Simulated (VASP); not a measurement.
# Ca (Fm-3m) in VASP: a series of runs

Runs on Ca. Level: LDA. Tasks: single point.

Everything below comes from runs of VASP 6.6.1. Logs are shortened: lines on timing, memory, paths and dates and some standing lists are left out, and cuts for length are marked.

### 1 The cell of the first run

Symmetry: Fm-3m, No. 225, cubic system. The conventional cell has a = 5.120 Å, b = 5.120 Å, c = 5.120 Å, α = 90.00°, β = 90.00°, γ = 90.00°. Ca (site symmetry m-3m) has 12 Ca at 3.62 Å within 4.8 Å.

### 2 Single point, LDA (volume scaled by 0.88)

INCAR

```
PREC = Accurate
ENCUT = 520
EDIFF = 1E-6
ISMEAR = -1
SIGMA = 0.1
LREAL = False
LASPH = True
NELM = 60
ALGO = Normal
ISIF = 2
LWAVE = False
LCHARG = False
GGA = CA
NBANDS = 11
```

KPOINTS

```
regular mesh
0
Gamma
  17 17 17
```

POSCAR

```
Ca
1.0
    0.0000000000      2.5600108561      2.5600108561
    2.5600108561      0.0000000000      2.5600108561
    2.5600108561      2.5600108561      0.0000000000
Ca
1
Direct
    0.0000000000      0.0000000000      0.0000000000
```

Potentials or basis: VASP PAW LDA potentials, release 64 (Ca_sv).

Command:

```sh
cat potpaw_LDA.64/Ca_sv/POTCAR > POTCAR
mpirun -np 1 vasp_std > vasp.out
```

OUTCAR:

```text
PREC = Accurate
   ENCUT = 520
   EDIFF = 1E-6
   ISMEAR = -1
   LREAL = False
   LASPH = True
   NELM = 60
   ISIF = 2
   GGA = CA

 ion  position               nearest neighbor table
   1  0.000  0.000  0.000-

  LATTYP: Found a face centered cubic cell.
 ALAT       =     5.1200217122

  Lattice vectors:

 A1 = (   0.0000000000,   2.5600108561,   2.5600108561)
 A2 = (   2.5600108561,   0.0000000000,   2.5600108561)
 A3 = (   2.5600108561,   2.5600108561,   0.0000000000)

Analysis of symmetry for initial positions (statically):
[... 33 lines left out ...]
                                     Primitive cell

  volume of cell :      33.5549

  direct lattice vectors                    reciprocal lattice vectors
     0.000000000  2.560010856  2.560010856    -0.195311672  0.195311672  0.195311672
     2.560010856  0.000000000  2.560010856     0.195311672 -0.195311672  0.195311672
     2.560010856  2.560010856  0.000000000     0.195311672  0.195311672 -0.195311672

  length of vectors
     3.620402073  3.620402073  3.620402073     0.338289739  0.338289739  0.338289739

  position of ions in fractional coordinates (direct lattice)
     0.000000000  0.000000000  0.000000000

  ion indices of the primitive-cell ions
   primitive index   ion index
                 1           1

----------------------------------------------------------------------------------------

 KPOINTS: regular mesh

Automatic generation of k-mesh.
 Grid dimensions read from file:
 generate k-points for:   17   17   17

 Generating k-lattice:

  Cartesian coordinates                     Fractional coordinates (reciprocal lattice)
    -0.011488922  0.011488922  0.011488922     0.058823529  0.000000000  0.000000000
     0.011488922 -0.011488922  0.011488922     0.000000000  0.058823529  0.000000000
     0.011488922  0.011488922 -0.011488922     0.000000000  0.000000000  0.058823529

  Length of vectors
     0.019899396  0.019899396  0.019899396

  Shift w.r.t. Gamma in fractional coordinates (k-lattice)
     0.000000000  0.000000000  0.000000000

 Subroutine IBZKPT returns following result:
 ===========================================

 Found    165 irreducible k-points:

 Following reciprocal coordinates:
            Coordinates               Weight
  0.000000  0.000000  0.000000      1.000000
  0.058824  0.000000  0.000000      8.000000
  0.117647  0.000000  0.000000      8.000000
  0.176471  0.000000  0.000000      8.000000
  0.235294  0.000000  0.000000      8.000000
  0.294118  0.000000  0.000000      8.000000
[... 16 lines left out ...]
 -0.176471  0.058824  0.000000     24.000000
 -0.117647  0.058824  0.000000     24.000000
 [... further k-points ...]
   k-points           NKPTS =    165   k-points in BZ     NKDIM =    165   number of bands    NBANDS=     11
   number of dos      NEDOS =    301   number of ions     NIONS =      1
   total plane-waves  NPLWV =  21952
   dimension x,y,z NGX =    28 NGY =   28 NGZ =   28
   dimension x,y,z NGXF=    56 NGYF=   56 NGZF=   56
   ions per type =               1
   NGX,Y,Z   is equivalent  to a cutoff of  12.86, 12.86, 12.86 a.u.
   NGXF,Y,Z  is equivalent  to a cutoff of  25.71, 25.71, 25.71 a.u.
 SYSTEM =  unknown system
   PREC   = accura    normal or accurate (medium, high low for compatibility)
   ISTART =      0    job   : 0-new  1-cont  2-samecut
   ICHARG =      2    charge: 1-file 2-atom 10-const
   ISPIN  =      1    spin polarized calculation?
   LNONCOLLINEAR =      F non collinear calculations
   LSORBIT =      F    spin-orbit coupling
   LASPH  =      T    aspherical Exc in radial PAW
   ENCUT  =  520.0 eV  38.22 Ry    6.18 a.u.   6.73  6.73  6.73*2*pi/ulx,y,z
   NELM   =     60;   NELMIN=  2; NELMDL= -5     # of ELM steps
   EDIFF  = 0.1E-05   stopping-criterion for ELM
   LREAL  =      F    real-space projection
   EDIFFG = 0.1E-04   stopping-criterion for IOM
   NSW    =      0    number of steps for IOM
   IBRION =     -1    ionic relax: 0-MD 1-quasi-New 2-CG
   NFREE  =      0    steps in history (QN), initial steepest desc. (CG)
   ISIF   =      2    stress and relaxation
   ISYM   =      2    0-nonsym 1-usesym 2-fastsym
   POTIM  = 0.5000    time-step for ionic-motion
   TEBEG  =    0.0;   TEEND  =   0.0 temperature during run
   PSTRESS=    0.0 pullay stress
   NELECT =      10.0000    total number of electrons
   NUPDOWN=      -1.0000    fix difference up-down
   EMIN   =  10.00;   EMAX   =-10.00  energy-range for DOS
   EFERMI =   0.00;   METHOD = LEGACY
   ISMEAR =    -1;   SIGMA  =   0.10  broadening in eV -4-tet -1-fermi 0-gaus
   EFERMI_NEDOS =   21; number of points for ismear=-14 and -15
   IALGO  =     38    algorithm
   IMIX   =      4    mixing-type and parameters
     AMIX     =   0.40;   BMIX     =  1.00
     AMIX_MAG =   1.60;   BMIX_MAG =  1.00
  volume/ion in A,a.u.               =      33.55       226.44
  Fermi-wavevector in a.u.,A,eV,Ry     =   1.093511  2.066436 16.269379  1.195766
  Thomas-Fermi vector in A             =   2.229797
   LORBIT       =      0    0 simple, 1 ext, 2 COOP (PROOUT), +10 PAW based schemes
   GGA     = CA    functional components
   LHFCALC =     F    Hartree Fock is set to
   AEXX    =    0.0000 exact exchange contribution
   IVDW    =     0    specifies the selected vdW correction
   LEPSILON=     F    determine dielectric tensor
   LRPA    =     F    only Hartree local field effects (RPA)
 non-spin polarized calculation
  energy-cutoff  :      520.00
  volume of cell :       33.55
 maximum number of plane-waves:       926
   NGX = 13   NGY = 13   NGZ = 13

 number of electron      10.0000002 magnetization

 Free energy of the ion-electron system (eV)
  ---------------------------------------------------
  ext. energy  EPLUGINS =         0.00000000
  ---------------------------------------------------
  free energy    TOTEN  =        -2.18569013 eV

  energy without entropy =       -2.14958974  energy(sigma->0) =       -2.16763993

 E-fermi :   2.7832     XC(G=0):  -8.7401

 val. band max:        2.7776537685   @ k =  -0.2941   0.4118   0.1765
 cond. band min:       2.8154297711   @ k =  -0.4118   0.2353   0.0588
 fundamental gap:      0.0377760026
 Fermi energy:         2.7831781771

 k-point     1 :       0.0000    0.0000    0.0000
  band No.  band energies     occupation
      1     -38.2849      2.00000
      2     -19.4362      2.00000
      3     -19.4362      2.00000
      4     -19.4362      2.00000
      5      -1.6370      2.00000
      6       5.2746      0.00000
      7       5.2746      0.00000
      8       5.2746      0.00000
      9       6.6724      0.00000
     10       6.6724      0.00000
     11      13.0048      0.00000

 k-point     2 :       0.0588    0.0000    0.0000
  band No.  band energies     occupation
      1     -38.2835      2.00000
      2     -19.4476      2.00000
      3     -19.4376      2.00000
      4     -19.4376      2.00000
      5      -1.5638      2.00000
      6       5.1949      0.00000
      7       5.3050      0.00000
      8       5.3050      0.00000
      9       6.6442      0.00000
     10       6.6442      0.00000
     11      13.1231      0.00000

 k-point     3 :       0.1176    0.0000    0.0000
  band No.  band energies     occupation
      1     -38.2795      2.00000
      2     -19.4800      2.00000
      3     -19.4418      2.00000
      4     -19.4418      2.00000
      5      -1.3482      2.00000
      6       4.9771      0.00000
      7       5.3821      0.00000
      8       5.3821      0.00000
      9       6.5815      0.00000
     10       6.5815      0.00000
     11      13.4052      0.00000

 k-point     4 :       0.1765    0.0000    0.0000
  band No.  band energies     occupation
      1     -38.2734      2.00000
      2     -19.5287      2.00000
      3     -19.4480      2.00000
      4     -19.4480      2.00000
      5      -1.0012      2.00000
      6       4.6690      0.00000
      7       5.4580      0.00000
      8       5.4580      0.00000
      9       6.5503      0.00000
     10       6.5503      0.00000
     11      12.9713      0.00000

 k-point     5 :       0.2353    0.0000    0.0000
  band No.  band energies     occupation
      1     -38.2661      2.00000
      2     -19.5867      2.00000
      3     -19.4556      2.00000
      4     -19.4556      2.00000
      5      -0.5419      2.00000
      6       4.3180      0.00000
      7       5.4638      0.00000
      8       5.4638      0.00000
      9       6.6362      0.00000
     10       6.6362      0.00000
     11      11.9940      0.00000

 k-point     6 :       0.2941    0.0000    0.0000
  band No.  band energies     occupation
      1     -38.2585      2.00000
      2     -19.6460      2.00000
      3     -19.4633      2.00000
      4     -19.4633      2.00000
      5       0.0012      2.00000
      6       3.9560      0.00002
      7       5.3868      0.00000
      8       5.3868      0.00000
      9       6.8553      0.00000
     10       6.8553      0.00000
     11      11.0874      0.00000

 k-point     7 :       0.3529    0.0000    0.0000
  band No.  band energies     occupation
      1     -38.2516      2.00000
      2     -19.6987      2.00000
      3     -19.4703      2.00000
      4     -19.4703      2.00000
      5       0.5866      2.00000
      6       3.5975      0.00058
      7       5.2793      0.00000
      8       5.2793      0.00000
      9       7.1389      0.00000
     10       7.1389      0.00000
     11      10.2989      0.00000

 k-point     8 :       0.4118    0.0000    0.0000
  band No.  band energies     occupation
      1     -38.2464      2.00000
      2     -19.7380      2.00000
      3     -19.4755      2.00000
      4     -19.4755      2.00000
      5       1.1482      2.00000
      6       3.2527      0.01812
      7       5.1876      0.00000
      8       5.1876      0.00000
      9       7.4002      0.00000
     10       7.4002      0.00000
     11       9.6959      0.00000
[... 141 lines left out ...]
 k-point    19 :      -0.4118    0.0588    0.0000
  band No.  band energies     occupation
      1     -38.2446      2.00000
      2     -19.7438      2.00000
      3     -19.4866      2.00000
      4     -19.4765      2.00000
      5       1.3692      2.00000
      6       3.1425      0.05353
      7       5.0824      0.00000
      8       5.2090      0.00000
      9       7.3630      0.00000
     10       7.6040      0.00000
     11       9.5312      0.00000

 k-point    20 :      -0.3529    0.0588    0.0000
  band No.  band energies     occupation
      1     -38.2489      2.00000
      2     -19.7111      2.00000
      3     -19.4835      2.00000
      4     -19.4704      2.00000
      5       0.8363      2.00000
      6       3.4787      0.00191
      7       5.1574      0.00000
      8       5.2894      0.00000
      9       7.0709      0.00000
     10       7.4251      0.00000
     11      10.0769      0.00000

 k-point    21 :      -0.2941    0.0588    0.0000
  band No.  band energies     occupation
      1     -38.2552      2.00000
      2     -19.6636      2.00000
      3     -19.4776      2.00000
      4     -19.4628      2.00000
      5       0.2504      2.00000
      6       3.8305      0.00006
      7       5.2628      0.00000
      8       5.4038      0.00000
      9       6.7474      0.00000
     10       7.1685      0.00000
     11      10.8356      0.00000

 k-point    22 :      -0.2353    0.0588    0.0000
  band No.  band energies     occupation
      1     -38.2626      2.00000
      2     -19.6074      2.00000
      3     -19.4699      2.00000
      4     -19.4548      2.00000
      5      -0.3103      2.00000
      6       4.1819      0.00000
      7       5.3668      0.00000
      8       5.5126      0.00000
      9       6.4759      0.00000
     10       6.9174      0.00000
     11      11.7218      0.00000

 k-point    23 :      -0.1765    0.0588    0.0000
  band No.  band energies     occupation
      1     -38.2700      2.00000
      2     -19.5501      2.00000
      3     -19.4611      2.00000
      4     -19.4473      2.00000
      5      -0.7990      2.00000
      6       4.5238      0.00000
      7       5.4223      0.00000
      8       5.5386      0.00000
      9       6.3546      0.00000
     10       6.7456      0.00000
     11      12.6763      0.00000

 k-point    24 :      -0.1176    0.0588    0.0000
  band No.  band energies     occupation
      1     -38.2765      2.00000
      2     -19.4996      2.00000
      3     -19.4523      2.00000
      4     -19.4415      2.00000
      5      -1.1839      2.00000
      6       4.8334      0.00000
      7       5.4041      0.00000
      8       5.4563      0.00000
      9       6.4097      0.00000
     10       6.6793      0.00000
     11      13.5265      0.00000

 [... further k-points ...]
[... 5 lines left out ...]
  --------------------------------------------------------------------------------------
  -------------------------------------------------------------------------------------
  Total        0.6329007      0.6329007      0.6329007      0.0000000      0.0000000      0.0000000
  in kB       30.2197431     30.2197431     30.2197431      0.0000000      0.0000000      0.0000000
  external PRESSURE =      30.2197431 kB  Pullay stress =       0.0000000 kB

 VOLUME and BASIS-vectors are now :
 -----------------------------------------------------------------------------
  energy-cutoff  :      520.00
  volume of cell :       33.55
      direct lattice vectors                 reciprocal lattice vectors
     0.000000000  2.560010856  2.560010856    -0.195311672  0.195311672  0.195311672
     2.560010856  0.000000000  2.560010856     0.195311672 -0.195311672  0.195311672
     2.560010856  2.560010856  0.000000000     0.195311672  0.195311672 -0.195311672

 POSITION                                       TOTAL-FORCE (eV/Angst)
 -----------------------------------------------------------------------------------
      0.00000      0.00000      0.00000         0.000000      0.000000      0.000000
 -----------------------------------------------------------------------------------
    total drift:                               -0.000000     -0.000000     -0.000000

  FREE ENERGIE OF THE ION-ELECTRON SYSTEM (eV)
  ---------------------------------------------------
  free  energy   TOTEN  =        -2.1856901287 eV

  energy  without entropy=       -2.1495897364  energy(sigma->0) =       -2.16763993
```

Wall time 26 s (1 thread of Intel Xeon Platinum 8488C (Sapphire Rapids), shared host); peak memory 0.18 GiB.

What came out:

```yaml
Free_energy: -2.1857 eV
Pressure: 3.0 GPa
Band_gap_on_the_k_mesh: 0.04 eV, indirect (least direct gap 0.17 eV)
```

Levels at points of the mesh, in eV from the valence-band top:
```tsv
k point	band 1	band 2	band 3	band 4	band 5	band 6	band 7	band 8	band 9	band 10
(0.00, 0.00, 0.00)	-41.06	-22.21	-22.21	-22.21	-4.41	2.50	2.50	2.50	3.89	3.89
```

### 3 Single point, LDA (volume scaled by 0.92)

INCAR

```
SYSTEM = Ca
PREC     = Accurate       ! precision mode
ENCUT    = 520            ! plane-wave cutoff, eV
EDIFF    = 1E-6           ! SCF threshold, eV
ISMEAR   = -1             ! smearing method
SIGMA    = 0.1            ! smearing width, eV
LREAL    = .FALSE.        ! projectors in reciprocal space
LASPH    = .TRUE.         ! aspherical terms in the spheres
NELM     = 100            ! most SCF steps
ALGO     = Normal         ! electronic algorithm
ISIF     = 2              ! what is computed and relaxed
LWAVE    = .FALSE.        ! write WAVECAR
LCHARG   = .FALSE.        ! write CHGCAR
NBANDS   = 11             ! bands
```

KPOINTS

```
regular mesh
0
G
  17 17 17
  0 0 0
```

POSCAR

```
Ca
1.0
    0.0000000000      2.5982256073      2.5982256073
    2.5982256073      0.0000000000      2.5982256073
    2.5982256073      2.5982256073      0.0000000000
Ca
1
Direct
    0.0000000000      0.0000000000      0.0000000000
```

Potentials or basis: VASP PAW LDA potentials, release 64 (Ca_sv).

Command:

```sh
cat potpaw_LDA.64/Ca_sv/POTCAR > POTCAR
mpirun -np 1 vasp_std > vasp.out
```

Run time: 24 s. Hardware: 1 thread of Intel Xeon Platinum 8488C (Sapphire Rapids), shared host; peak memory 0.18 GiB.

Results (log left out):

```
Free energy            : -2.2091 eV
Pressure               : 1.8 GPa
Band gap on the k mesh : zero (band 5 reaches 2.60 eV, above the bottom of band 6 at 2.59 eV)
```

Levels at points of the mesh, in eV from the Fermi level:
```
           k point  band 1  band 2  band 3  band 4  band 5  band 6  band 7  band 8  band 9  band 10
(0.00, 0.00, 0.00)  -41.16  -22.32  -22.32  -22.32   -4.35    2.44    2.44    2.44    3.77     3.77
```

### 4 Single point, LDA (volume scaled by 0.96)

INCAR

```
PREC = Accurate ; ENCUT = 520
EDIFF = 1E-7 ; ISMEAR = -1
SIGMA = 0.1 ; LREAL = False
LASPH = True ; NELM = 80
ALGO = Normal ; ISIF = 2
LWAVE = False ; LCHARG = False
NBANDS = 11
```

KPOINTS

```
regular mesh
0
Gamma
  17 17 17
```

POSCAR

```
Ca
1.0
    0.0000000000      2.6353481315      2.6353481315
    2.6353481315      0.0000000000      2.6353481315
    2.6353481315      2.6353481315      0.0000000000
Ca
1
Direct
    0.0000000000      0.0000000000      0.0000000000
```

Command:

```sh
cat potpaw_LDA.64/Ca_sv/POTCAR > POTCAR
mpirun -np 1 vasp_std > vasp.out
```

Run time: 28 s. Hardware: 1 thread of Intel Xeon Platinum 8488C (Sapphire Rapids), shared host; peak memory 0.19 GiB.

Results (log left out):

```
Free energy            : -2.2221 eV
Pressure               : 0.8 GPa
Band gap on the k mesh : zero (band 5 reaches 2.43 eV, above the bottom of band 6 at 2.38 eV)
```

Levels at points of the mesh, in eV from the Fermi level:
```tsv
k point	band 1	band 2	band 3	band 4	band 5	band 6	band 7	band 8	band 9	band 10
(0.00, 0.00, 0.00)	-41.25	-22.43	-22.43	-22.43	-4.27	2.39	2.39	2.39	3.66	3.66
```

### 5 The runs side by side

| cell | gap on the mesh (eV) | pressure (GPa) |
| --- | --- | --- |
| a = 3.620 Å, angles 60.0°, 1 atom | 0.04 | 3.0 |
| a = 3.674 Å, angles 60.0°, 1 atom | none | 1.8 |
| a = 3.727 Å, angles 60.0°, 1 atom | none | 0.8 |

Alike in all rows: task single point; level LDA; potentials or basis VASP PAW LDA potentials, release 64 (Ca_sv); no spin polarisation; k mesh 17 × 17 × 17; cutoff (eV) 520; smearing fermi-dirac 0.1 eV.

Total energies depend on the potentials used, so only differences within one code and one set of settings carry meaning.
